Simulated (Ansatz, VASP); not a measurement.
One calculation of AlCo3, two programs

INCAR

```
SYSTEM = AlCo3
PREC = Accurate
ENCUT = 520
EDIFF = 1E-6
ISMEAR = 0
SIGMA = 0.05
LREAL = .FALSE.
LASPH = .TRUE.
NELM = 150
ALGO = Normal
ISIF = 2
LWAVE = .FALSE.
LCHARG = .FALSE.
ISPIN = 2
MAGMOM = 0 1.48 1.48 1.48
LORBIT = 11
LMAXMIX = 4
GGA = PS
NBANDS = 27
```

The input KPOINTS:

```
regular mesh
0
G
  12 12 12
  0 0 0
```

File POSCAR:

```
AlCo3
1.0
    3.5749480000      0.0000000000      0.0000000000
    0.0000000000      3.5749480000      0.0000000000
    0.0000000000      0.0000000000      3.5749480000
Al Co
1 3
Direct
    0.0000000000      0.0000000000      0.0000000000
    0.5000000000      0.5000000000      0.0000000000
    0.5000000000      0.0000000000      0.5000000000
    0.0000000000      0.5000000000      0.5000000000
```

Input for Ansatz:

```yaml
crystal:
  lattice:
    - [3.574948, 0.0, 0.0]
    - [0.0, 3.574948, 0.0]
    - [0.0, 0.0, 3.574948]
  atoms:
    - { symbol: Al, position: [0.0, 0.0, 0.0] }
    - { symbol: Co, position: [0.5, 0.5, 0.0], spin: 1.48 }
    - { symbol: Co, position: [0.5, 0.0, 0.5], spin: 1.48 }
    - { symbol: Co, position: [0.0, 0.5, 0.5], spin: 1.48 }
basis:
  ecutwfc: 420
kpoints:
  mp_grid: { grid: [12, 12, 12] }
hamiltonian:
  xc: pbesol
scf:
  occupations: { method: gaussian, width: 0.05 }
output:
  forces: true
  stress: true
  eigenvalues: true
  populations: true
  write_density: true
  write_potential: true
  elf: true
  volumetric_format: npy
magnetization:
  spin_polarized: true
```

Alike in both runs: task single point; functional PBEsol; k mesh 12 × 12 × 12; occupations gaussian, width 0.05 eV; collinear spin.

|  | VASP | Ansatz |
| --- | --- | --- |
| version | VASP 6.6.1 | Ansatz 0.2.0 |
| potentials or method | VASP PAW PBE potentials, release 64 (Al, Co), cutoff 520 eV | scalar-relativistic, plane waves, PAW |
| valence electrons in the cell | 30 | 54 |

```csv
,VASP,Ansatz,Ansatz less VASP
gap on the k mesh at the Fermi level (eV),none,none,-
pressure (GPa),-7.6,-7.4,+0.20
net moment per atom (μB),0.97,0.97,+0.003
size of the moment on the site where the two differ most (μB),1.32,1.35,+0.024
```

VASP's potentials were made for PBE, not for PBEsol. Site moments also hang on the region over which each program counts them. A gap of «none» marks a metal or a gap that the smearing closes. VASP's potentials hold 30 valence electrons a cell and Ansatz's 54, so a difference there can come from the potentials and not from the codes.
